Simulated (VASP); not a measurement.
Set up this calculation in VASP 6.6.1, as the native input.

```
Task                   : electric field gradients
Functional             : PBE
Potentials or basis    : VASP PAW PBE potentials, release 64 (Rb_sv)
Cutoff                 : 520 eV
k mesh                 : 8 × 8 × 8
Occupations            : fermi-dirac, width 0.05 eV
Spin                   : no spin polarisation
Dipole correction      : no
Further INCAR settings : ALGO = Normal; EDIFF = 1e-08; NBANDS = 10
```

The structure of Rb lies in POSCAR:

```
Rb
1.0
   -2.8060000000      2.8060000000      2.8060000000
    2.8060000000     -2.8060000000      2.8060000000
    2.8060000000      2.8060000000     -2.8060000000
Rb
1
Direct
    0.0000000000      0.0000000000      0.0000000000
```

These files were run (other wordings do the same):

INCAR

```
PREC     = Accurate       # precision mode
ENCUT    = 520            # plane-wave cutoff, eV
EDIFF    = 1E-8           # SCF threshold, eV
ISMEAR   = -1             # smearing method
SIGMA    = 0.05           # smearing width, eV
LREAL    = False          # projectors in reciprocal space
LASPH    = True           # aspherical terms in the spheres
NELM     = 60             # most SCF steps
ALGO     = Normal         # electronic algorithm
ISIF     = 2              # what is computed and relaxed
LWAVE    = False          # write WAVECAR
LCHARG   = False          # write CHGCAR
GGA      = PE             # functional
LEFG     = True         
NBANDS   = 10             # bands
```

KPOINTS

```
Automatic mesh
0
Gamma
  8 8 8
```

Potentials or basis: VASP PAW PBE potentials, release 64 (Rb_sv).

Run with:

```console
$ cat potpaw_PBE.64/Rb_sv/POTCAR > POTCAR
$ mpirun -np 1 vasp_std > vasp.out
```

It gave:

```yaml
Pressure: 0.1 GPa
```

Caveat: without QUAD_EFG the Cq values of the log hold for a quadrupole moment of 1 mb, not for the nuclei.

It took 11 s on 1 thread of Intel(R) Xeon(R) Platinum 8488C (Sapphire Rapids) (shared host), peak memory 0.19 GiB.
